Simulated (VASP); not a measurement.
# Ti (P6/mmm) in VASP: further runs

The runs below take Ti through single point, with LDA.

Program: VASP 6.6.1. These are calculated values, not measurements. Logs are shortened: lines on timing, memory, paths and dates and some standing lists are left out, and cuts for length are marked.

## 1. The cell of the first run

Symmetry: P6/mmm, No. 191, hexagonal system. The conventional cell has a = 4.600 Å, b = 4.600 Å, c = 2.820 Å, α = 90.00°, β = 90.00°, γ = 120.00°. Ti (site symmetry 6/mmm) has 14 Ti at 2.82 to 3.01 Å within 3.7 Å. Ti (site symmetry -6m2) has 11 Ti at 2.66 to 3.01 Å within 3.5 Å.

## 2. Single point, LDA

Contents of INCAR:

```
SYSTEM = Ti
PREC = Accurate
ENCUT = 520
EDIFF = 1E-6
ISMEAR = -1
SIGMA = 0.1
LREAL = .False.
LASPH = .True.
NELM = 60
ALGO = Normal
ISIF = 2
LWAVE = .False.
LCHARG = .False.
GGA = CA
NBANDS = 25
```

Contents of KPOINTS:

```
Automatic mesh
0
Gamma
  4 4 5
  0 0 0
```

Contents of POSCAR:

```
Ti
1.0
    4.6000000000      0.0000000000      0.0000000000
   -2.3000000000      3.9837200000      0.0000000000
    0.0000000000      0.0000000000      2.8200000000
Ti
3
Direct
    0.0000000000      0.0000000000      0.0000000000
    0.3333333333      0.6666666667      0.5000000000
    0.6666666667      0.3333333333      0.5000000000
```

Potentials or basis: VASP PAW LDA potentials, release 64 (Ti_sv).

On the command line:

```console
cat potpaw_LDA.64/Ti_sv/POTCAR > POTCAR
mpirun -np 1 vasp_std > vasp.out
```

OUTCAR:

```text
SYSTEM = Ti
   PREC = Accurate
   ENCUT = 520
   EDIFF = 1E-6
   ISMEAR = -1
   LREAL = .False.
   LASPH = .True.
   NELM = 60
   ISIF = 2
   GGA = CA

 ion  position               nearest neighbor table
   1  0.000  0.000  0.000-
   2  0.333  0.667  0.500-   3 2.66   3 2.66   3 2.66
   3  0.667  0.333  0.500-   2 2.66   2 2.66   2 2.66

  LATTYP: Found a hexagonal cell.
 ALAT       =     4.6000000000
 C/A-ratio  =     0.6130434783

  Lattice vectors:

 A1 = (   4.6000000000,   0.0000000000,   0.0000000000)
 A2 = (  -2.3000000000,   3.9837200000,   0.0000000000)
 A3 = (   0.0000000000,   0.0000000000,   2.8200000000)

Analysis of symmetry for initial positions (statically):
=====================================================================
 Subroutine PRICEL returns:
 Original cell was already a primitive cell.

 Routine SETGRP: Setting up the symmetry group for a
 hexagonal supercell.

 Subroutine GETGRP returns: Found 24 space group operations
 (whereof 24 operations were pure point group operations)
 out of a pool of 24 trial point group operations.

The static configuration has the point symmetry D_6h.

Analysis of symmetry for dynamics (positions and initial velocities):
=====================================================================
 Subroutine PRICEL returns:
 Original cell was already a primitive cell.

 Routine SETGRP: Setting up the symmetry group for a
 hexagonal supercell.

 Subroutine GETGRP returns: Found 24 space group operations
 (whereof 24 operations were pure point group operations)
 out of a pool of 24 trial point group operations.

The dynamic configuration has the point symmetry D_6h.

 Subroutine INISYM returns: Found 24 space group operations
 (whereof 24 operations are pure point group operations),
 and found     1 'primitive' translations

----------------------------------------------------------------------------------------

                                     Primitive cell

  volume of cell :      51.6768

  direct lattice vectors                    reciprocal lattice vectors
     4.600000000  0.000000000  0.000000000     0.217391304  0.125510829  0.000000000
    -2.300000000  3.983720000  0.000000000     0.000000000  0.251021658  0.000000000
     0.000000000  0.000000000  2.820000000     0.000000000  0.000000000  0.354609929

  length of vectors
     4.600000000  4.600002722  2.820000000     0.251021807  0.251021658  0.354609929

  position of ions in fractional coordinates (direct lattice)
     0.000000000  0.000000000  0.000000000
     0.333333333  0.666666667  0.500000000
     0.666666667  0.333333333  0.500000000

  ion indices of the primitive-cell ions
   primitive index   ion index
                 1           1
                 2           2
                 3           3

----------------------------------------------------------------------------------------

 KPOINTS: Automatic mesh

Automatic generation of k-mesh.
 Grid dimensions read from file:
 generate k-points for:    4    4    5

 Generating k-lattice:

  Cartesian coordinates                     Fractional coordinates (reciprocal lattice)
     0.054347826  0.031377707  0.000000000     0.250000000 -0.000000000  0.000000000
     0.000000000  0.062755415  0.000000000     0.000000000  0.250000000  0.000000000
     0.000000000  0.000000000  0.070921986     0.000000000  0.000000000  0.200000000

  Length of vectors
     0.062755452  0.062755415  0.070921986

  Shift w.r.t. Gamma in fractional coordinates (k-lattice)
     0.000000000  0.000000000  0.000000000

 Subroutine IBZKPT returns following result:
 ===========================================

 Found     12 irreducible k-points:

 Following reciprocal coordinates:
            Coordinates               Weight
  0.000000  0.000000  0.000000      1.000000
  0.250000  0.000000  0.000000      6.000000
  0.500000  0.000000  0.000000      3.000000
  0.250000  0.250000  0.000000      6.000000
  0.000000  0.000000  0.200000      2.000000
  0.250000  0.000000  0.200000     12.000000
  0.500000  0.000000  0.200000      6.000000
  0.250000  0.250000  0.200000     12.000000
  0.000000  0.000000  0.400000      2.000000
  0.250000  0.000000  0.400000     12.000000
  0.500000  0.000000  0.400000      6.000000
  0.250000  0.250000  0.400000     12.000000
   k-points           NKPTS =     12   k-points in BZ     NKDIM =     12   number of bands    NBANDS=     25
   number of dos      NEDOS =    301   number of ions     NIONS =      3
   total plane-waves  NPLWV =  31104
   dimension x,y,z NGX =    36 NGY =   36 NGZ =   24
   dimension x,y,z NGXF=    72 NGYF=   72 NGZF=   48
   ions per type =               3
   NGX,Y,Z   is equivalent  to a cutoff of  13.01, 13.01, 14.15 a.u.
   NGXF,Y,Z  is equivalent  to a cutoff of  26.02, 26.02, 28.30 a.u.
 SYSTEM =  Ti
   PREC   = accura    normal or accurate (medium, high low for compatibility)
   ISTART =      0    job   : 0-new  1-cont  2-samecut
   ICHARG =      2    charge: 1-file 2-atom 10-const
   ISPIN  =      1    spin polarized calculation?
   LNONCOLLINEAR =      F non collinear calculations
   LSORBIT =      F    spin-orbit coupling
   LASPH  =      T    aspherical Exc in radial PAW
   ENCUT  =  520.0 eV  38.22 Ry    6.18 a.u.   8.55  8.55  5.24*2*pi/ulx,y,z
   NELM   =     60;   NELMIN=  2; NELMDL= -5     # of ELM steps
   EDIFF  = 0.1E-05   stopping-criterion for ELM
   LREAL  =      F    real-space projection
   EDIFFG = 0.1E-04   stopping-criterion for IOM
   NSW    =      0    number of steps for IOM
   IBRION =     -1    ionic relax: 0-MD 1-quasi-New 2-CG
   NFREE  =      0    steps in history (QN), initial steepest desc. (CG)
   ISIF   =      2    stress and relaxation
   ISYM   =      2    0-nonsym 1-usesym 2-fastsym
   POTIM  = 0.5000    time-step for ionic-motion
   TEBEG  =    0.0;   TEEND  =   0.0 temperature during run
   PSTRESS=    0.0 pullay stress
   NELECT =      36.0000    total number of electrons
   NUPDOWN=      -1.0000    fix difference up-down
   EMIN   =  10.00;   EMAX   =-10.00  energy-range for DOS
   EFERMI =   0.00;   METHOD = LEGACY
   ISMEAR =    -1;   SIGMA  =   0.10  broadening in eV -4-tet -1-fermi 0-gaus
   EFERMI_NEDOS =   21; number of points for ismear=-14 and -15
   IALGO  =     38    algorithm
   IMIX   =      4    mixing-type and parameters
     AMIX     =   0.40;   BMIX     =  1.00
     AMIX_MAG =   1.60;   BMIX_MAG =  1.00
  volume/ion in A,a.u.               =      17.23       116.24
  Fermi-wavevector in a.u.,A,eV,Ry     =   1.451255  2.742474 28.655792  2.106141
  Thomas-Fermi vector in A             =   2.568773
   LORBIT       =      0    0 simple, 1 ext, 2 COOP (PROOUT), +10 PAW based schemes
   GGA     = CA    functional components
   LHFCALC =     F    Hartree Fock is set to
   AEXX    =    0.0000 exact exchange contribution
   IVDW    =     0    specifies the selected vdW correction
   LEPSILON=     F    determine dielectric tensor
   LRPA    =     F    only Hartree local field effects (RPA)
 non-spin polarized calculation
  energy-cutoff  :      520.00
  volume of cell :       51.68
 maximum number of plane-waves:      1420
 NGX is ok and might be reduce to    36
   NGX = 17   NGY = 17   NGZ = 11

 number of electron      35.9999981 magnetization

 Free energy of the ion-electron system (eV)
  ---------------------------------------------------
  ext. energy  EPLUGINS =         0.00000000
  ---------------------------------------------------
  free energy    TOTEN  =       -25.66353107 eV

  energy without entropy =      -25.55963006  energy(sigma->0) =      -25.61158056

 E-fermi :   8.0323     XC(G=0): -11.8223

 val. band max:        8.0061528900   @ k =   0.5000   0.0000   0.2000
 cond. band min:       8.0660390940   @ k =   0.2500   0.2500   0.0000
 fundamental gap:      0.0598862039
 Fermi energy:         8.0323434226

 k-point     1 :       0.0000    0.0000    0.0000
  band No.  band energies     occupation
      1     -48.1125      2.00000
      2     -47.8626      2.00000
      3     -47.7006      2.00000
      4     -24.8160      2.00000
      5     -24.8160      2.00000
      6     -24.7112      2.00000
[... 17 lines left out ...]
     24       9.8981      0.00000
     25       9.9839      0.00000

 k-point     2 :       0.2500    0.0000    0.0000
  band No.  band energies     occupation
      1     -48.1050      2.00000
      2     -47.8479      2.00000
      3     -47.7235      2.00000
      4     -24.9212      2.00000
      5     -24.8581      2.00000
      6     -24.6024      2.00000
[... 17 lines left out ...]
     24       9.7844      0.00000
     25      10.6717      0.00000

 k-point     3 :       0.5000    0.0000    0.0000
  band No.  band energies     occupation
      1     -48.0981      2.00000
      2     -47.8199      2.00000
      3     -47.7592      2.00000
      4     -24.9795      2.00000
      5     -24.7876      2.00000
      6     -24.5860      2.00000
[... 17 lines left out ...]
     24      10.1074      0.00000
     25      10.6537      0.00000

 k-point     4 :       0.2500    0.2500    0.0000
  band No.  band energies     occupation
      1     -48.0983      2.00000
      2     -47.8184      2.00000
      3     -47.7605      2.00000
      4     -24.8824      2.00000
      5     -24.8792      2.00000
      6     -24.6769      2.00000
[... 17 lines left out ...]
     24      10.2348      0.00000
     25      10.4038      0.00000
[... 141 lines left out ...]
 k-point    10 :       0.2500    0.0000    0.4000
  band No.  band energies     occupation
      1     -48.0441      2.00000
      2     -47.7990      2.00000
      3     -47.6705      2.00000
      4     -24.8415      2.00000
      5     -24.7992      2.00000
      6     -24.7507      2.00000
[... 17 lines left out ...]
     24      10.9033      0.00000
     25      10.9558      0.00000

 k-point    11 :       0.5000    0.0000    0.4000
  band No.  band energies     occupation
      1     -48.0434      2.00000
      2     -47.7643      2.00000
      3     -47.7064      2.00000
      4     -24.8679      2.00000
      5     -24.8489      2.00000
      6     -24.7758      2.00000
[... 17 lines left out ...]
     24      10.8137      0.00000
     25      10.9893      0.00000

 k-point    12 :       0.2500    0.2500    0.4000
  band No.  band energies     occupation
      1     -48.0434      2.00000
      2     -47.7642      2.00000
      3     -47.7065      2.00000
      4     -24.9086      2.00000
      5     -24.8264      2.00000
      6     -24.7681      2.00000
[... 17 lines left out ...]
     24      10.4245      0.00000
     25      11.2099      0.00000

------------------------ aborting loop because EDIFF is reached ----------------------------------------

  FORCE on cell =-STRESS in cart. coord.  units (eV):
  Direction    XX          YY          ZZ          XY          YZ          ZX
  --------------------------------------------------------------------------------------
  -------------------------------------------------------------------------------------
  Total       -3.1888958     -3.1889008     -2.6388255     -0.0000000      0.0000000      0.0000000
  in kB      -98.8678672    -98.8680232    -81.8136004     -0.0000000      0.0000000      0.0000000
  external PRESSURE =     -93.1831636 kB  Pullay stress =       0.0000000 kB

 VOLUME and BASIS-vectors are now :
 -----------------------------------------------------------------------------
  energy-cutoff  :      520.00
  volume of cell :       51.68
      direct lattice vectors                 reciprocal lattice vectors
     4.600000000  0.000000000  0.000000000     0.217391304  0.125510829  0.000000000
    -2.300000000  3.983720000  0.000000000     0.000000000  0.251021658  0.000000000
     0.000000000  0.000000000  2.820000000     0.000000000  0.000000000  0.354609929

 POSITION                                       TOTAL-FORCE (eV/Angst)
 -----------------------------------------------------------------------------------
      0.00000      0.00000      0.00000        -0.000000     -0.000000     -0.000000
     -0.00000      2.65581      1.41000        -0.000000     -0.000000      0.000000
      2.30000      1.32791      1.41000         0.000000      0.000000     -0.000000
 -----------------------------------------------------------------------------------
    total drift:                                0.000000      0.000000     -0.000000

  FREE ENERGIE OF THE ION-ELECTRON SYSTEM (eV)
  ---------------------------------------------------
  free  energy   TOTEN  =       -25.6635310687 eV

  energy  without entropy=      -25.5596300601  energy(sigma->0) =      -25.61158056
```

Run time: 40 s. Hardware: 1 thread of AMD EPYC 9R45, shared host; peak memory 0.12 GiB.

Results:

```
Free energy            : -25.6635 eV
Pressure               : -9.3 GPa
Band gap on the k mesh : zero (band 18 reaches 8.24 eV, above the bottom of band 19 at 7.97 eV)
```

Stress tensor (GPa, compression positive):
```
-9.89  0.00  0.00
 0.00 -9.89  0.00
 0.00  0.00 -8.18
```

Caveat: the k points lie up to 0.45 Å⁻¹ apart.

## 3. Single point, LDA

Contents of INCAR:

```
SYSTEM = Ti
PREC = Accurate
ENCUT = 520
EDIFF = 1E-6
ISMEAR = -1
SIGMA = 0.1
LREAL = .False.
LASPH = .True.
NELM = 80
ALGO = Normal
ISIF = 2
LWAVE = .False.
LCHARG = .True.
LELF = .True.
LVHAR = .True.
NBANDS = 25
```

Contents of KPOINTS:

```
Automatic mesh
0
Gamma
  5 5 7
  0 0 0
```

POSCAR is that of step 2.

Potentials or basis: VASP PAW LDA potentials, release 64 (Ti_sv).

On the command line:

```console
cat potpaw_LDA.64/Ti_sv/POTCAR > POTCAR
mpirun -np 1 vasp_std > vasp.out
```

Wall time 75 s (1 thread of AMD EPYC 9R45, shared host); peak memory 0.13 GiB.

The run converged. Its results:

```
Free energy            : -25.6342 eV
Pressure               : -9.0 GPa
Band gap on the k mesh : zero (band 18 reaches 8.08 eV, above the bottom of band 19 at 7.96 eV)
```

Stress tensor (GPa, compression positive):
```
-9.78  0.00  0.00
 0.00 -9.78  0.00
 0.00  0.00 -7.49
```

Levels at points of the mesh, in eV from the Fermi level:
```
           k point  band 16  band 17  band 18  band 19  band 20  band 21
(0.00, 0.00, 0.00)    -0.65    -0.55    -0.55    -0.06     0.63     1.28
```
